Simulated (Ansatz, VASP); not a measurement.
Two plane-wave programs on CdS

File INCAR:

```
PREC = Accurate ; ENCUT = 500
EDIFF = 1E-6 ; ISMEAR = 0
SIGMA = 0.01 ; LREAL = False
LASPH = True ; NELM = 120
ALGO = Normal ; ISIF = 2
LWAVE = False ; LCHARG = False
GGA = PE ; NBANDS = 16
GGA_COMPAT = False
```

Contents of KPOINTS:

```
regular mesh
0
Gamma
  6 6 6
```

POSCAR

```
CdS
1.0
    0.0000000000      2.9632923787      2.9632923787
    2.9632923787      0.0000000000      2.9632923787
    2.9632923787      2.9632923787      0.0000000000
Cd S
1 1
Direct
    0.0000000000      0.0000000000      0.0000000000
    0.2500000000      0.2500000000      0.2500000000
```

Input for Ansatz:

```yaml
crystal:
  lattice:
    - [0.0, 2.9632923787, 2.9632923787]
    - [2.9632923787, 0.0, 2.9632923787]
    - [2.9632923787, 2.9632923787, 0.0]
  atoms:
    - { symbol: Cd, position: [0.0, 0.0, 0.0] }
    - { symbol: S, position: [0.25, 0.25, 0.25] }
kpoints:
  mp_grid: { grid: [6, 6, 6] }
hamiltonian:
  xc: pbe
scf:
  occupations: { method: fixed }
  n_extra_bands: 4
output:
  forces: true
  stress: true
  eigenvalues: true
```

Alike in both runs: task single point; functional PBE; k mesh 6 × 6 × 6; no spin polarisation.

|  | VASP | Ansatz |
| --- | --- | --- |
| version | VASP 6.6.1 | Ansatz 0.2.0 |
| potentials or method | VASP PAW PBE potentials, release 64 (Cd, S) | plane waves, PAW |
| plane-wave cutoff (eV) | 500 | 420 |
| occupations | gaussian, width 0.01 eV | fixed |
| valence electrons in the cell | 18 | 26 |

Ansatz gave:

| Quantity | Value |
| --- | --- |
| gap on the k mesh at the Fermi level (eV) | 1.04 |
| pressure (GPa) | 0.0 |

Q: Estimate VASP's values.

A: gap on the k mesh at the Fermi level (eV): 1.04; pressure (GPa): 0.3.

VASP's potentials hold 18 valence electrons a cell and Ansatz's 26, so a difference there can come from the potentials and not from the codes.
